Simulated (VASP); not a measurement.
A run of VASP 6.6.1:

Contents of INCAR:

```
SYSTEM = Ti12H
PREC = Accurate
ENCUT = 520
EDIFF = 1E-7
ISMEAR = -1
SIGMA = 0.15
LREAL = .False.
LASPH = .True.
NELM = 60
ALGO = Normal
ISIF = 2
LWAVE = .False.
LCHARG = .False.
GGA = PE
NBANDS = 84
```

Contents of KPOINTS:

```
Automatic mesh
0
Gamma
  2 2 2
  0 0 0
```

File POSCAR:

```
Ti12H
1.0
    5.9000000000      0.0000000000      0.0000000000
   -4.4250000000      7.6643250000      0.0000000000
    0.0000000000      0.0000000000      4.6846000000
Ti H
12 1
Direct
   -0.0917832107     -0.0627843939      0.1322418136
    0.2160123297      0.2524684170      0.5589164496
   -0.0256996492      0.3109993378      0.0384664646
    0.1529495445      0.5493112570      0.5263629766
   -0.0661527222      0.6446099298     -0.0291807198
    0.2317832658      0.8887279702      0.4685565470
    0.4487668601     -0.0230679153     -0.0345813944
    0.6706390617      0.2646938902      0.4823464116
    0.4604234860      0.3096945915      0.0195534304
    0.7170166720      0.5939205344      0.4579259702
    0.4630508425      0.6402259821      0.0014729112
    0.7243830983      0.8924204023      0.6385817359
    0.7656489487      0.0698822140      0.3671177902
```

Potentials or basis: VASP PAW PBE potentials, release 64 (Ti_sv, H).

Run with:

```console
$ cat potpaw_PBE.64/Ti_sv/POTCAR potpaw_PBE.64/H/POTCAR > POTCAR
$ mpirun -np 1 vasp_std > vasp.out
```

Hardware: 1 thread of Intel Xeon 8259CL (shared host).

Task: Estimate the wall time of this run.

Result: It took 7.3 min on 1 thread of Intel Xeon 8259CL, on a shared host, peak memory 0.39 GiB. Counts: scf iterations 32, k points 8.
